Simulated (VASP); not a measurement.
Write the native input for VASP 6.6.1 that does the following.

| Item | Value |
| --- | --- |
| Task | single point |
| Functional | PBE |
| Potentials or basis | VASP PAW PBE potentials, release 64 (Ga_d, P) |
| Cutoff | 520 eV |
| k mesh | 12 × 12 × 12 |
| Occupations | fermi-dirac, width 0.05 eV |
| Spin | no spin polarisation |
| Dipole correction | no |
| Further INCAR settings | ALGO = Normal; EDIFF = 1e-07; NBANDS = 16 |

The structure of GaP (rocksalt type) lies in POSCAR:

```
GaP
1.0
    0.0000000000      2.6336787588      2.4772489364
    2.6336787588      0.0000000000      2.4772489364
    2.6336787588      2.6336787588      0.0000000000
Ga P
1 1
Direct
    0.0000000000      0.0000000000      0.0000000000
    0.5000000000      0.5000000000      0.5000000000
```

This cell differs from its parent crystal: z stretched by -4 % at fixed volume.

The input as run:

INCAR

```
  ALGO = Normal
  EDIFF = 1E-7
  ENCUT = 520
  GGA = PE
  ISIF = 2
  ISMEAR = -1
  LASPH = True
  LCHARG = False
  LREAL = False
  LWAVE = False
  NBANDS = 16
  NELM = 60
  PREC = Accurate
  SIGMA = 0.05
```

KPOINTS

```
k-points
0
Gamma
  12 12 12
```

Potentials or basis: VASP PAW PBE potentials, release 64 (Ga_d, P).

Run with:

```bash
$ cat potpaw_PBE.64/Ga_d/POTCAR potpaw_PBE.64/P/POTCAR > POTCAR
$ mpirun -np 1 vasp_std > vasp.out
```

It gave:

| Item | Value |
| --- | --- |
| Pressure | 0.6 GPa |
| Band gap on the k mesh | zero (bands 9 and 10 overlap by 3.38 eV) |

Run time: 2.5 min on 1 thread of Intel Xeon 8259CL, with other jobs on the host, peak memory 0.22 GiB.
